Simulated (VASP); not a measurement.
# KMgF3 (Pm-3m) in VASP: notebook

KMgF3 is run at these levels: PBE; tasks: single point.

Everything below comes from runs of VASP 6.6.1. Logs are shortened: lines on timing, memory, paths and dates and some standing lists are left out, and cuts for length are marked.

**1. The cell of the first run**

It takes space group Pm-3m (No. 221, cubic). Conventional cell: a = 3.885 Å, b = 3.885 Å, c = 3.885 Å, α = 90.00°, β = 90.00°, γ = 90.00°. K (site symmetry m-3m) has 12 F at 2.75 Å and 8 Mg at 3.36 Å within 3.6 Å. Mg (site symmetry m-3m) has 6 F at 1.94 Å within 2.6 Å. F (site symmetry 4/mmm) has 2 Mg at 1.94 Å within 2.6 Å.

**2. Single point, PBE (11.73 Å³/atom)**

Contents of INCAR:

```
PREC = Accurate ; ENCUT = 520
EDIFF = 1E-7 ; ISMEAR = 0
SIGMA = 0.02 ; LREAL = F
LASPH = T ; NELM = 100
ALGO = Normal ; ISIF = 2
LWAVE = F ; LCHARG = T
GGA = PE ; LELF = T
LVHAR = T ; NBANDS = 24
```

Contents of KPOINTS:

```
regular mesh
0
Gamma
  6 6 6
```

Contents of POSCAR:

```
KMgF3
1.0
    3.8850618606      0.0000000000      0.0000000000
    0.0000000000      3.8850618606      0.0000000000
    0.0000000000      0.0000000000      3.8850618606
K Mg F
1 1 3
Direct
    0.5000000000      0.5000000000      0.5000000000
    0.0000000000      0.0000000000      0.0000000000
    0.5000000000      0.0000000000      0.0000000000
    0.0000000000      0.5000000000      0.0000000000
    0.0000000000      0.0000000000      0.5000000000
```

Potentials or basis: VASP PAW PBE potentials, release 64 (K_sv, Mg, F).

Command:

```sh
$ cat potpaw_PBE.64/K_sv/POTCAR potpaw_PBE.64/Mg/POTCAR potpaw_PBE.64/F/POTCAR > POTCAR
$ mpirun -np 1 vasp_std > vasp.out
```

OUTCAR:

```text
PREC = Accurate
   ENCUT = 520
   EDIFF = 1E-7
   ISMEAR = 0
   LREAL = F
   LASPH = T
   NELM = 100
   ISIF = 2
   GGA = PE

 ion  position               nearest neighbor table
   1  0.500  0.500  0.500-   3 2.75   4 2.75   5 2.75   3 2.75   4 2.75   3 2.75   5 2.75   3 2.75
                             4 2.75   5 2.75   4 2.75   5 2.75   2 3.36   2 3.36   2 3.36   2 3.36
   2  0.000  0.000  0.000-   3 1.94   4 1.94   5 1.94   5 1.94   4 1.94   3 1.94   1 3.36   1 3.36
                             1 3.36   1 3.36   1 3.36   1 3.36   1 3.36   1 3.36
   3  0.500  0.000  0.000-   2 1.94   2 1.94   1 2.75   1 2.75   1 2.75   1 2.75
   4  0.000  0.500  0.000-   2 1.94   2 1.94   1 2.75   1 2.75   1 2.75   1 2.75
   5  0.000  0.000  0.500-   2 1.94   2 1.94   1 2.75   1 2.75   1 2.75   1 2.75

  LATTYP: Found a simple cubic cell.
 ALAT       =     3.8850618606

  Lattice vectors:

 A1 = (   3.8850618606,   0.0000000000,   0.0000000000)
 A2 = (   0.0000000000,   3.8850618606,   0.0000000000)
 A3 = (   0.0000000000,   0.0000000000,   3.8850618606)

Analysis of symmetry for initial positions (statically):
=====================================================================
 Subroutine PRICEL returns:
 Original cell was already a primitive cell.

 Routine SETGRP: Setting up the symmetry group for a
 simple cubic supercell.

 Subroutine GETGRP returns: Found 48 space group operations
 (whereof 48 operations were pure point group operations)
 out of a pool of 48 trial point group operations.

The static configuration has the point symmetry O_h .

Analysis of symmetry for dynamics (positions and initial velocities):
=====================================================================
 Subroutine PRICEL returns:
 Original cell was already a primitive cell.

 Routine SETGRP: Setting up the symmetry group for a
 simple cubic supercell.

 Subroutine GETGRP returns: Found 48 space group operations
 (whereof 48 operations were pure point group operations)
 out of a pool of 48 trial point group operations.

The dynamic configuration has the point symmetry O_h .

 Subroutine INISYM returns: Found 48 space group operations
 (whereof 48 operations are pure point group operations),
 and found     1 'primitive' translations

----------------------------------------------------------------------------------------

                                     Primitive cell

  volume of cell :      58.6400

  direct lattice vectors                    reciprocal lattice vectors
     3.885061861  0.000000000  0.000000000     0.257396159  0.000000000  0.000000000
     0.000000000  3.885061861  0.000000000     0.000000000  0.257396159  0.000000000
     0.000000000  0.000000000  3.885061861     0.000000000  0.000000000  0.257396159

  length of vectors
     3.885061861  3.885061861  3.885061861     0.257396159  0.257396159  0.257396159

  position of ions in fractional coordinates (direct lattice)
     0.500000000  0.500000000  0.500000000
     0.000000000  0.000000000  0.000000000
     0.500000000  0.000000000  0.000000000
     0.000000000  0.500000000  0.000000000
     0.000000000  0.000000000  0.500000000

  ion indices of the primitive-cell ions
   primitive index   ion index
                 1           1
                 2           2
                 3           3
                 4           4
                 5           5

----------------------------------------------------------------------------------------

 KPOINTS: regular mesh

Automatic generation of k-mesh.
 Grid dimensions read from file:
 generate k-points for:    6    6    6

 Generating k-lattice:

  Cartesian coordinates                     Fractional coordinates (reciprocal lattice)
     0.042899360  0.000000000  0.000000000     0.166666667  0.000000000  0.000000000
     0.000000000  0.042899360  0.000000000     0.000000000  0.166666667  0.000000000
     0.000000000  0.000000000  0.042899360     0.000000000  0.000000000  0.166666667

  Length of vectors
     0.042899360  0.042899360  0.042899360

  Shift w.r.t. Gamma in fractional coordinates (k-lattice)
     0.000000000  0.000000000  0.000000000

 Subroutine IBZKPT returns following result:
 ===========================================

 Found     20 irreducible k-points:

 Following reciprocal coordinates:
            Coordinates               Weight
  0.000000  0.000000  0.000000      1.000000
  0.166667  0.000000  0.000000      6.000000
  0.333333  0.000000  0.000000      6.000000
  0.500000  0.000000  0.000000      3.000000
  0.166667  0.166667  0.000000     12.000000
  0.333333  0.166667  0.000000     24.000000
[... 12 lines left out ...]
  0.500000  0.500000  0.333333      6.000000
  0.500000  0.500000  0.500000      1.000000
   k-points           NKPTS =     20   k-points in BZ     NKDIM =     20   number of bands    NBANDS=     24
   number of dos      NEDOS =    301   number of ions     NIONS =      5
   total plane-waves  NPLWV =  27000
   dimension x,y,z NGX =    30 NGY =   30 NGZ =   30
   dimension x,y,z NGXF=    60 NGYF=   60 NGZF=   60
   ions per type =               1   1   3
   NGX,Y,Z   is equivalent  to a cutoff of  12.84, 12.84, 12.84 a.u.
   NGXF,Y,Z  is equivalent  to a cutoff of  25.67, 25.67, 25.67 a.u.
 SYSTEM =  unknown system
   PREC   = accura    normal or accurate (medium, high low for compatibility)
   ISTART =      0    job   : 0-new  1-cont  2-samecut
   ICHARG =      2    charge: 1-file 2-atom 10-const
   ISPIN  =      1    spin polarized calculation?
   LNONCOLLINEAR =      F non collinear calculations
   LSORBIT =      F    spin-orbit coupling
   LASPH  =      T    aspherical Exc in radial PAW
   ENCUT  =  520.0 eV  38.22 Ry    6.18 a.u.   7.22  7.22  7.22*2*pi/ulx,y,z
   NELM   =    100;   NELMIN=  2; NELMDL= -5     # of ELM steps
   EDIFF  = 0.1E-06   stopping-criterion for ELM
   LREAL  =      F    real-space projection
   EDIFFG = 0.1E-05   stopping-criterion for IOM
   NSW    =      0    number of steps for IOM
   IBRION =     -1    ionic relax: 0-MD 1-quasi-New 2-CG
   NFREE  =      0    steps in history (QN), initial steepest desc. (CG)
   ISIF   =      2    stress and relaxation
   ISYM   =      2    0-nonsym 1-usesym 2-fastsym
   POTIM  = 0.5000    time-step for ionic-motion
   TEBEG  =    0.0;   TEEND  =   0.0 temperature during run
   PSTRESS=    0.0 pullay stress
   NELECT =      32.0000    total number of electrons
   NUPDOWN=      -1.0000    fix difference up-down
   EMIN   =  10.00;   EMAX   =-10.00  energy-range for DOS
   EFERMI =   0.00;   METHOD = LEGACY
   ISMEAR =     0;   SIGMA  =   0.02  broadening in eV -4-tet -1-fermi 0-gaus
   EFERMI_NEDOS =   21; number of points for ismear=-14 and -15
   IALGO  =     38    algorithm
   IMIX   =      4    mixing-type and parameters
     AMIX     =   0.40;   BMIX     =  1.00
     AMIX_MAG =   1.60;   BMIX_MAG =  1.00
  volume/ion in A,a.u.               =      11.73        79.14
  Fermi-wavevector in a.u.,A,eV,Ry     =   1.337807  2.528089 24.350732  1.789728
  Thomas-Fermi vector in A             =   2.466327
   LORBIT       =      0    0 simple, 1 ext, 2 COOP (PROOUT), +10 PAW based schemes
   GGA     = PE    functional components
   LHFCALC =     F    Hartree Fock is set to
   AEXX    =    0.0000 exact exchange contribution
   IVDW    =     0    specifies the selected vdW correction
   LEPSILON=     F    determine dielectric tensor
   LRPA    =     F    only Hartree local field effects (RPA)
 non-spin polarized calculation
 Gauss-broadening in eV      SIGMA  =   0.02
  energy-cutoff  :      520.00
  volume of cell :       58.64
 maximum number of plane-waves:      1596
 NGX is ok and might be reduce to    30
   NGX = 15   NGY = 15   NGZ = 15

 number of electron      32.0000013 magnetization

 Free energy of the ion-electron system (eV)
  ---------------------------------------------------
  ext. energy  EPLUGINS =         0.00000000
  ---------------------------------------------------
  free energy    TOTEN  =       -24.20398898 eV

  energy without entropy =      -24.20398898  energy(sigma->0) =      -24.20398898

 E-fermi :  -1.1016     XC(G=0): -10.0726

 val. band max:       -1.1909214958   @ k =   0.5000   0.5000   0.5000
 cond. band min:       6.7237663757   @ k =   0.0000   0.0000   0.0000
 fundamental gap:      7.9146878716
 Fermi energy:        -1.1016175801

 k-point     1 :       0.0000    0.0000    0.0000
  band No.  band energies     occupation
      1     -26.7030      2.00000
      2     -21.5218      2.00000
      3     -20.7623      2.00000
      4     -20.7623      2.00000
      5     -10.2060      2.00000
      6     -10.2060      2.00000
[... 16 lines left out ...]
     23      13.7608      0.00000
     24      16.7014      0.00000

 k-point     2 :       0.1667    0.0000    0.0000
  band No.  band energies     occupation
      1     -26.6919      2.00000
      2     -21.4899      2.00000
      3     -20.8068      2.00000
      4     -20.7600      2.00000
      5     -10.1947      2.00000
      6     -10.1867      2.00000
[... 16 lines left out ...]
     23      13.7559      0.00000
     24      16.6041      0.00000

 k-point     3 :       0.3333    0.0000    0.0000
  band No.  band energies     occupation
      1     -26.6694      2.00000
      2     -21.4145      2.00000
      3     -20.9075      2.00000
      4     -20.7546      2.00000
      5     -10.1723      2.00000
      6     -10.1473      2.00000
[... 16 lines left out ...]
     23      13.5756      0.00000
     24      16.0341      0.00000

 k-point     4 :       0.5000    0.0000    0.0000
  band No.  band energies     occupation
      1     -26.6580      2.00000
      2     -21.3637      2.00000
      3     -20.9697      2.00000
      4     -20.7518      2.00000
      5     -10.1612      2.00000
      6     -10.1272      2.00000
[... 16 lines left out ...]
     23      13.7653      0.00000
     24      15.0937      0.00000

 k-point     5 :       0.1667    0.1667    0.0000
  band No.  band energies     occupation
      1     -26.6816      2.00000
      2     -21.4556      2.00000
      3     -20.8248      2.00000
      4     -20.7814      2.00000
      5     -10.2232      2.00000
      6     -10.1681      2.00000
[... 16 lines left out ...]
     23      13.7856      0.00000
     24      15.9080      0.00000

 k-point     6 :       0.3333    0.1667    0.0000
  band No.  band energies     occupation
      1     -26.6609      2.00000
      2     -21.3726      2.00000
      3     -20.9146      2.00000
      4     -20.7851      2.00000
      5     -10.2195      2.00000
      6     -10.1472      2.00000
[... 16 lines left out ...]
     23      13.6817      0.00000
     24      15.3634      0.00000
[... 271 lines left out ...]
 k-point    17 :       0.3333    0.3333    0.3333
  band No.  band energies     occupation
      1     -26.6249      2.00000
      2     -21.1499      2.00000
      3     -20.9269      2.00000
      4     -20.9269      2.00000
      5     -10.3444      2.00000
      6     -10.3444      2.00000
[... 16 lines left out ...]
     23      14.5537      0.00000
     24      15.4180      0.00000

 k-point    18 :       0.5000    0.3333    0.3333
  band No.  band energies     occupation
      1     -26.6185      2.00000
      2     -21.0768      2.00000
      3     -20.9857      2.00000
      4     -20.9210      2.00000
      5     -10.3727      2.00000
      6     -10.3709      2.00000
[... 16 lines left out ...]
     23      13.9242      0.00000
     24      15.2123      0.00000

 k-point    19 :       0.5000    0.5000    0.3333
  band No.  band energies     occupation
      1     -26.6129      2.00000
      2     -20.9927      2.00000
      3     -20.9824      2.00000
      4     -20.9824      2.00000
      5     -10.4105      2.00000
      6     -10.4105      2.00000
[... 16 lines left out ...]
     23      14.3404      0.00000
     24      14.3404      0.00000

 k-point    20 :       0.5000    0.5000    0.5000
  band No.  band energies     occupation
      1     -26.6081      2.00000
      2     -20.9754      2.00000
      3     -20.9754      2.00000
      4     -20.9754      2.00000
      5     -10.4505      2.00000
      6     -10.4505      2.00000
[... 16 lines left out ...]
     23      14.7712      0.00000
     24      14.7712      0.00000

------------------------ aborting loop because EDIFF is reached ----------------------------------------

  FORCE on cell =-STRESS in cart. coord.  units (eV):
  Direction    XX          YY          ZZ          XY          YZ          ZX
  --------------------------------------------------------------------------------------
  -------------------------------------------------------------------------------------
  Total        3.9733238      3.9733238      3.9733238      0.0000000      0.0000000     -0.0000000
  in kB      108.5602215    108.5602215    108.5602215      0.0000000      0.0000000     -0.0000000
  external PRESSURE =     108.5602215 kB  Pullay stress =       0.0000000 kB

 VOLUME and BASIS-vectors are now :
 -----------------------------------------------------------------------------
  energy-cutoff  :      520.00
  volume of cell :       58.64
      direct lattice vectors                 reciprocal lattice vectors
     3.885061861  0.000000000  0.000000000     0.257396159  0.000000000  0.000000000
     0.000000000  3.885061861  0.000000000     0.000000000  0.257396159  0.000000000
     0.000000000  0.000000000  3.885061861     0.000000000  0.000000000  0.257396159

 POSITION                                       TOTAL-FORCE (eV/Angst)
 -----------------------------------------------------------------------------------
      1.94253      1.94253      1.94253         0.000000      0.000000      0.000000
      0.00000      0.00000      0.00000         0.000000      0.000000      0.000000
      1.94253      0.00000      0.00000         0.000000      0.000000      0.000000
      0.00000      1.94253      0.00000         0.000000      0.000000      0.000000
      0.00000      0.00000      1.94253         0.000000      0.000000      0.000000
 -----------------------------------------------------------------------------------
    total drift:                                0.000000     -0.000000      0.000000

  FREE ENERGIE OF THE ION-ELECTRON SYSTEM (eV)
  ---------------------------------------------------
  free  energy   TOTEN  =       -24.2039889816 eV

  energy  without entropy=      -24.2039889816  energy(sigma->0) =      -24.20398898
```

It took 26 s on 1 thread of Intel Xeon Platinum 8375C at 2.90GHz (Ice Lake), shared host; peak memory 0.18 GiB.

What came out:

- Free energy: -24.2040 eV
- Pressure: 10.9 GPa
- Band gap on the k mesh: 7.91 eV (least direct gap 8.23 eV)

Caveat: the cell stands under pressure.

**3. Single point, PBE (12.13 Å³/atom)**

This run uses another cell than the first one, of 12.13 Å³/atom.

Contents of INCAR:

```
PREC = Accurate ; ENCUT = 520
EDIFF = 1E-6 ; ISMEAR = 0
SIGMA = 0.02 ; LREAL = F
LASPH = T ; NELM = 80
ALGO = Normal ; ISIF = 2
LWAVE = F ; LCHARG = F
GGA = PE ; NBANDS = 24
```

KPOINTS is that of step 2.

Changes to POSCAR since step 2:

```diff
@@ -2,5 +2,5 @@
 1.0
-    3.8850618606      0.0000000000      0.0000000000
-    0.0000000000      3.8850618606      0.0000000000
-    0.0000000000      0.0000000000      3.8850618606
+    3.9287178951      0.0000000000      0.0000000000
+    0.0000000000      3.9287178951      0.0000000000
+    0.0000000000      0.0000000000      3.9287178951
 K Mg F
```

Potentials or basis: VASP PAW PBE potentials, release 64 (K_sv, Mg, F).

Command:

```sh
$ cat potpaw_PBE.64/K_sv/POTCAR potpaw_PBE.64/Mg/POTCAR potpaw_PBE.64/F/POTCAR > POTCAR
$ mpirun -np 1 vasp_std > vasp.out
```

Run time: 20 s. Hardware: 1 thread of Intel Xeon Platinum 8375C at 2.90GHz (Ice Lake), shared host; peak memory 0.18 GiB.

The run converged. Its results:

```yaml
Free_energy: -24.3206 eV
Pressure: 7.3 GPa
Band_gap_on_the_k_mesh: 7.64 eV (least direct gap 7.96 eV)
```

Levels at points of the mesh, in eV from the valence-band top:
```
           k point  band 12  band 13  band 14  band 15  band 16  band 17  band 18  band 19  band 20  band 21
(0.00, 0.00, 0.00)    -0.67    -0.67    -0.32    -0.32    -0.32     7.64    10.14    10.14    12.34    12.34
(0.50, 0.00, 0.00)    -0.94    -0.91    -0.91    -0.56    -0.56    10.39    10.90    11.23    12.97    13.03
(0.50, 0.50, 0.00)    -1.12    -1.12    -0.93    -0.93    -0.02    11.17    11.91    13.03    13.03    13.06
(0.50, 0.50, 0.50)    -1.16    -1.16     0.00     0.00     0.00    10.62    10.62    10.62    14.27    14.27
```

Caveat: the cell stands under pressure.

**4. Single point, PBE (14.66 Å³/atom)**

This run uses another cell than the first one, of 14.66 Å³/atom.

Contents of INCAR:

```
ALGO = Normal
EDIFF = 1E-7
ENCUT = 520
GGA = PE
ISIF = 2
ISMEAR = 0
LASPH = T
LCHARG = F
LREAL = F
LWAVE = F
NBANDS = 24
NELM = 100
PREC = Accurate
SIGMA = 0.02
```

Contents of KPOINTS:

```
k-points
0
Gamma
  6 6 6
```

Changes to POSCAR since step 3:

```diff
@@ -2,5 +2,5 @@
 1.0
-    3.9287178951      0.0000000000      0.0000000000
-    0.0000000000      3.9287178951      0.0000000000
-    0.0000000000      0.0000000000      3.9287178951
+    4.1850560227      0.0000000000      0.0000000000
+    0.0000000000      4.1850560227      0.0000000000
+    0.0000000000      0.0000000000      4.1850560227
 K Mg F
```

Command:

```sh
$ cat potpaw_PBE.64/K_sv/POTCAR potpaw_PBE.64/Mg/POTCAR potpaw_PBE.64/F/POTCAR > POTCAR
$ mpirun -np 1 vasp_std > vasp.out
```

Wall time 19 s (1 thread of Intel Xeon Platinum 8375C at 2.90GHz (Ice Lake), shared host); peak memory 0.19 GiB.

It converged, with:

- Free energy: -24.3292 eV
- Pressure: -5.5 GPa
- Band gap on the k mesh: 6.28 eV (least direct gap 6.60 eV)

Levels at points of the mesh, in eV from the valence-band top:
```tsv
k point	band 14	band 15	band 16	band 17	band 18	band 19
(0.00, 0.00, 0.00)	-0.31	-0.31	-0.31	6.28	9.86	9.86
(0.50, 0.00, 0.00)	-0.67	-0.45	-0.45	9.03	9.21	10.73
(0.50, 0.50, 0.00)	-0.77	-0.77	-0.01	10.00	10.94	11.33
(0.50, 0.50, 0.50)	0.00	0.00	0.00	9.86	9.86	9.86
```

Caveat: the cell stands under tension.

**5. Summary**

```tsv
cell	gap on the mesh (eV)	pressure (GPa)
a = 3.885 Å, 5 atoms	7.91	10.9
a = 3.929 Å, 5 atoms	7.64	7.3
a = 4.185 Å, 5 atoms	6.28	-5.5
```

Alike in all rows: task single point; level PBE; potentials or basis VASP PAW PBE potentials, release 64 (K_sv, Mg, F); no spin polarisation; k mesh 6 × 6 × 6; cutoff (eV) 520; smearing gaussian 0.02 eV.

Caveats: the cell stands under pressure (at least some runs); the cell stands under tension (at least some runs).

Absolute energies hang on the potentials; compare differences alone.
